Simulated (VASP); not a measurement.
Ge2Sb3O, 6 atoms in the cell. The structure is tetragonal, space group P4/mmm (No. 123). Conventional cell: a = 3.365 Å, b = 3.365 Å, c = 10.975 Å, α = 90.00°, β = 90.00°, γ = 90.00°. Ge (site symmetry 4mm) has 8 Sb at 3.11 to 3.13 Å and 5 Ge at 3.37 to 4.01 Å and 1 O at 3.48 Å within 4.1 Å. Within 3.7 Å of Sb (site symmetry 4mm) lie 4 O at 2.79 Å and 5 Sb at 2.90 to 3.37 Å and 4 Ge at 3.13 Å. Sb (site symmetry 4/mmm) has 8 Ge at 3.11 Å and 6 Sb at 3.37 to 4.04 Å within 4.1 Å. O (site symmetry 4/mmm) has 8 Sb at 2.79 Å and 4 O at 3.37 Å and 2 Ge at 3.48 Å within 3.7 Å. 

- Program: VASP 6.6.1
- Task: single point
- Functional: PBE
- Potentials or basis: VASP PAW PBE potentials, release 64 (Ge_d, Sb, O)
- Cutoff: 520 eV
- k mesh: 12 × 12 × 4
- Occupations: gaussian, width 0.1 eV
- Spin: no spin polarisation
- Dipole correction: no
- Further INCAR settings: ALGO = Normal; EDIFF = 1e-07; NBANDS = 34

Potentials or basis: VASP PAW PBE potentials, release 64 (Ge_d, Sb, O).

Launch:

```bash
$ cat potpaw_PBE.64/Ge_d/POTCAR potpaw_PBE.64/Sb/POTCAR potpaw_PBE.64/O/POTCAR > POTCAR
$ mpirun -np 1 vasp_std > vasp.out
```

Hardware: 1 thread of Intel(R) Xeon(R) 6975P-C (Granite Rapids), on a shared host.

How long does it take, and how much memory?

Wall time 6.2 min on 1 thread of Intel(R) Xeon(R) 6975P-C (Granite Rapids), with other jobs on the host, peak memory 0.44 GiB. Counts: scf iterations 18, k points 84.
